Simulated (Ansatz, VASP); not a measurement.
## Two plane-wave programs on Pd

Contents of POSCAR:

```
Pd
1.0
    0.0000000000      1.9537354724      1.9537354724
    1.9537354724      0.0000000000      1.9537354724
    1.9537354724      1.9537354724      0.0000000000
Pd
1
Direct
    0.0000000000      0.0000000000      0.0000000000
```

INCAR.step1

```
  PREC = Accurate
  ENCUT = 520
  ISMEAR = 0
  SIGMA = 0.05
  LREAL = F
  LASPH = T
  NELM = 60
  NBANDS = 11
  GGA = PE
  ALGO = Normal
  EDIFF = 1E-4
  LWAVE = T
  LCHARG = F
```

Contents of INCAR.step2:

```
  PREC = Accurate
  ENCUT = 520
  EDIFF = 1E-7
  ISMEAR = 0
  SIGMA = 0.05
  LREAL = F
  LASPH = T
  NELM = 60
  ALGO = Normal
  ISIF = 2
  LWAVE = F
  LCHARG = F
  METAGGA = R2SCAN
  LMIXTAU = T
  NBANDS = 11
  ISTART = 1
```

The input KPOINTS:

```
Automatic mesh
0
Gamma
  20 20 20
```

Input for Ansatz:

```yaml
crystal:
  lattice:
    - [0.0, 1.9537354724, 1.9537354724]
    - [1.9537354724, 0.0, 1.9537354724]
    - [1.9537354724, 1.9537354724, 0.0]
  atoms:
    - { symbol: Pd, position: [0.0, 0.0, 0.0] }
basis:
  ecutwfc: 500
  ecutrho_ratio: 4
kpoints:
  mp_grid: { grid: [20, 20, 20] }
hamiltonian:
  xc: r2scan
scf:
  occupations: { method: gaussian, width: 0.05 }
output:
  forces: true
  stress: true
  eigenvalues: true
```

Alike in both runs: task single point; functional r2SCAN; k mesh 20 × 20 × 20; occupations gaussian, width 0.05 eV; no spin polarisation.

|  | VASP | Ansatz |
| --- | --- | --- |
| version | VASP 6.6.1 | Ansatz 0.2.0 |
| potentials or method | VASP PAW PBE potentials, release 64 (Pd), cutoff 520 eV | scalar-relativistic, plane waves, PAW |
| valence electrons in the cell | 10 | 18 |

```tsv
	VASP	Ansatz	Ansatz less VASP
gap on the k mesh at the Fermi level (eV)	none	none	-
pressure (GPa)	0.6	0.0	-0.66
```

VASP's potentials were made for PBE, not for r2SCAN. A gap of «none» marks a metal or a gap that the smearing closes. VASP's potentials hold 10 valence electrons a cell and Ansatz's 18, so a difference there can come from the potentials and not from the codes.
